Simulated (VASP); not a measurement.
Set up this calculation in VASP 6.6.1, as the native input.

```
Task                   : single point
Functional             : PBEsol
Potentials or basis    : VASP PAW PBE potentials, release 64 (Co)
Cutoff                 : 520 eV
k mesh                 : 13 × 13 × 7
Occupations            : fermi-dirac, width 0.1 eV
Spin                   : collinear spin, ferromagnetic start
Starting moments       : [3.2, 3.2] μB
Dipole correction      : no
Further INCAR settings : ALGO = Normal; EDIFF = 1e-06; NBANDS = 20
```

The structure of Co lies in POSCAR:

```
Co
1.0
    2.4905713050      0.0000000000      0.0000000000
   -1.2452856525      2.1568959367      0.0000000000
    0.0000000000      0.0000000000      4.0425844119
Co
2
Direct
    0.3333333333      0.6666666667      0.2500000000
    0.6666666667      0.3333333333      0.7500000000
```

These files were run (other wordings do the same):

INCAR

```
SYSTEM = Co
ALGO = Normal
EDIFF = 1E-6
ENCUT = 520
GGA = PS
ISIF = 2
ISMEAR = -1
ISPIN = 2
LASPH = .TRUE.
LCHARG = .FALSE.
LMAXMIX = 4
LORBIT = 11
LREAL = .FALSE.
LWAVE = .FALSE.
MAGMOM = 3.2 3.2
NBANDS = 20
NELM = 150
PREC = Accurate
SIGMA = 0.1
```

KPOINTS

```
k-points
0
G
  13 13 7
  0 0 0
```

Potentials or basis: VASP PAW PBE potentials, release 64 (Co).

Command:

```sh
$ cat potpaw_PBE.64/Co/POTCAR > POTCAR
$ mpirun -np 1 vasp_std > vasp.out
```

Results of the run:

```
Pressure                                              : -10.6 GPa
Net moment                                            : 3.20 μB per cell
Site moments                                          : Co +1.61 μB
Valence electrons inside the program's atomic spheres : Co 8.27
```

Caveat: the PAW data sets were made with another functional, which shifts forces and pressure a little.

It took 40 s on 1 thread of Intel(R) Xeon(R) 6975P-C (Granite Rapids) (shared host), peak memory 0.17 GiB.
